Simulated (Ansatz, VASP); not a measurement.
# Two plane-wave programs on CO2

```
C O
1.0
     6.05048    0.00000    0.00000
     0.00000    6.05048    0.00000
     0.00000    0.00000    6.05048
C O
4 8
Direct
  0.00000 0.00000 0.00000
  0.50000 0.00000 0.50000
  0.50000 0.50000 0.00000
  0.00000 0.50000 0.50000
  0.11162 0.11162 0.11162
  0.38838 0.88838 0.61162
  0.61162 0.38838 0.88838
  0.88838 0.61162 0.38838
  0.88838 0.88838 0.88838
  0.61162 0.11162 0.38838
  0.38838 0.61162 0.11162
  0.11162 0.38838 0.61162
```

Alike in both runs: functional PBE; k mesh 4 × 4 × 4; occupations gaussian, width 0.02 eV; no spin polarisation.

Ansatz relaxed the structure, and its values are those at the end. VASP's run is a single point on that final structure, the one shown.

|  | VASP | Ansatz |
| --- | --- | --- |
| version | VASP 6.6.1 | Ansatz 0.2.0 |
| potentials or method | VASP PAW PBE potentials, release 64 (C, O), cutoff 520 eV | scalar-relativistic, plane waves, PAW |
| valence electrons in the cell | 64 | 64 |

Ansatz gave:

| Item | Value |
| --- | --- |
| gap on the k mesh at the Fermi level (eV) | 6.64 |
| least direct gap on the mesh (eV) | 6.64 |
| pressure (GPa) | 0.0 |
| rms of the force components (eV/Å) | 0.000 |

Problem. Estimate VASP's values.

Solution. gap on the k mesh at the Fermi level (eV): 6.62; least direct gap on the mesh (eV): 6.62; pressure (GPa): 1.2; rms of the force components (eV/Å): 0.297.

One of these differences is far larger than is usual between the two programs; its cause wasn't traced. The functional is the same, so the differences come from potentials, cutoffs and numerics.

Noted on VASP's run: the standard files for N, O and F lose accuracy on very short bonds.
